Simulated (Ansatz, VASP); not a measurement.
## One calculation of InSe, two programs

File INCAR:

```
SYSTEM = InSe
PREC = Accurate ; ENCUT = 520
EDIFF = 1E-7 ; ISMEAR = 0
SIGMA = 0.03 ; LREAL = .FALSE.
LASPH = .TRUE. ; NELM = 60
ALGO = Normal ; ISIF = 2
LWAVE = .FALSE. ; LCHARG = .FALSE.
GGA = PE ; IVDW = 12
NBANDS = 48
```

Contents of KPOINTS:

```
Automatic mesh
0
G
  9 9 2
  0 0 0
```

The input POSCAR:

```
InSe
1.0
   -4.0317714842      0.0000000000      0.0000000000
   -2.0158857421     -3.4916165276      0.0000000000
    0.0000000000      0.0000000000     16.7623716544
In Se
4 4
Direct
    0.3333333333      0.3333333333      0.1666581945
    0.6666666667      0.6666666667      0.6666581945
    0.3333333333      0.3333333333      0.3333418055
    0.6666666667      0.6666666667      0.8333418055
    0.3333333333      0.3333333333      0.5898711336
    0.6666666667      0.6666666667      0.0898711336
    0.3333333333      0.3333333333      0.9101288664
    0.6666666667      0.6666666667      0.4101288664
```

Input for Ansatz:

```yaml
crystal:
  lattice:
    - [-4.0317714892, 0.0, 0.0]
    - [-2.0158857446, -3.4916165319, 0.0]
    - [0.0, 0.0, 16.7623717322]
  atoms:
    - { symbol: In, position: [0.3333333333, 0.3333333333, 0.1666581952] }
    - { symbol: In, position: [0.6666666667, 0.6666666667, 0.6666581952] }
    - { symbol: In, position: [0.3333333333, 0.3333333333, 0.3333418048] }
    - { symbol: In, position: [0.6666666667, 0.6666666667, 0.8333418048] }
    - { symbol: Se, position: [0.3333333333, 0.3333333333, 0.5898711349] }
    - { symbol: Se, position: [0.6666666667, 0.6666666667, 0.0898711349] }
    - { symbol: Se, position: [0.3333333333, 0.3333333333, 0.9101288651] }
    - { symbol: Se, position: [0.6666666667, 0.6666666667, 0.4101288651] }
basis:
  ecutwfc: 420
kpoints:
  mp_grid: { grid: [9, 9, 2] }
hamiltonian:
  xc: pbe
  dispersion: d3bj
scf:
  occupations: { method: gaussian, width: 0.03 }
output:
  forces: true
  stress: true
  eigenvalues: true
```

Alike in both runs: task single point; functional PBE; dispersion D3(BJ); k mesh 9 × 9 × 2; occupations gaussian, width 0.03 eV; no spin polarisation.

```csv
,VASP,Ansatz
version,VASP 6.6.1,Ansatz 0.2.0
potentials or method,"VASP PAW PBE potentials, release 64 (In_d, Se), cutoff 520 eV","scalar-relativistic, plane waves, PAW"
valence electrons in the cell,76,116
```

|  | VASP | Ansatz | Ansatz less VASP |
| --- | --- | --- | --- |
| gap on the k mesh at the Fermi level (eV) | 0.36 | 0.37 | +0.013 |
| least direct gap on the mesh (eV) | 0.36 | 0.37 | +0.013 |
| pressure (GPa) | 0.0 | 0.0 | -0.04 |
| rms of the force components (eV/Å) | 0.008 | 0.001 | -0.0072 |

Atom by atom the forces differ by 0.008 eV/Å (rms over components). VASP's potentials hold 76 valence electrons a cell and Ansatz's 116, so a difference there can come from the potentials and not from the codes.
